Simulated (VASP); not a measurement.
Wanted: the native input for a VASP 6.6.1 run.

```
Task                   : single point
Functional             : PBE
Potentials or basis    : VASP PAW PBE potentials, release 64 (Li_sv)
Cutoff                 : 520 eV
k mesh                 : 3 × 3 × 3
Occupations            : fermi-dirac, width 0.11 eV
Spin                   : no spin polarisation
Dipole correction      : no
Further INCAR settings : LREAL = Auto; ALGO = Normal; EDIFF = 1e-06; NBANDS = 38
```

The structure of Li lies in POSCAR:

```
Li
1.0
    7.1335200000      0.0000000000      0.0000000000
    0.0000000000      7.1335200000      0.0000000000
    0.0000000000      0.0000000000      7.1335200000
Li
16
Direct
   -0.0339944375     -0.0318916888      0.0061680629
    0.4600674001      0.0746335610     -0.0780820689
    0.0109903666      0.5691159484     -0.0453913356
   -0.0381438617     -0.0174808510      0.4867863271
    0.2215876594      0.1921351591      0.2004480257
    0.4712259866      0.5579994168      0.0298450134
    0.4961645863     -0.0924648701      0.4886227276
    0.7153691305      0.1872287454      0.2362227904
    0.1120344514      0.4644270991      0.4975944555
    0.2463159843      0.7899746549      0.2651566127
    0.2578390472      0.3683735379      0.8195533201
    0.4990944162      0.4234234992      0.5081081990
    0.7829234375      0.7355695365      0.2346247014
    0.7959044062      0.2176905651      0.8111283069
    0.2472271754      0.8148571813      0.7082057666
    0.7185933452      0.8061097467      0.7766993013
```

The input as run:

INCAR

```
  PREC = Accurate
  ENCUT = 520
  EDIFF = 1E-6
  ISMEAR = -1
  SIGMA = 0.11
  LREAL = Auto
  LASPH = True
  NELM = 80
  ALGO = Normal
  ISIF = 2
  LWAVE = False
  LCHARG = True
  GGA = PE
  LELF = True
  LVHAR = True
  NBANDS = 38
```

KPOINTS

```
Automatic mesh
0
Gamma
  3 3 3
```

Potentials or basis: VASP PAW PBE potentials, release 64 (Li_sv).

The run is started by

```bash
$ cat potpaw_PBE.64/Li_sv/POTCAR > POTCAR
$ mpirun -np 1 vasp_std > vasp.out
```

Results of the run:

```json
{
  "Largest force": "0.754 eV/Å",
  "Band gap on the k mesh": "zero (bands 24 and 25 overlap by 0.39 eV)"
}
```

Caveat: the atoms stand as in a frame of molecular dynamics.

It took 8.3 min on 1 thread of Intel Xeon 8259CL, with other jobs on the host, peak memory 0.41 GiB.
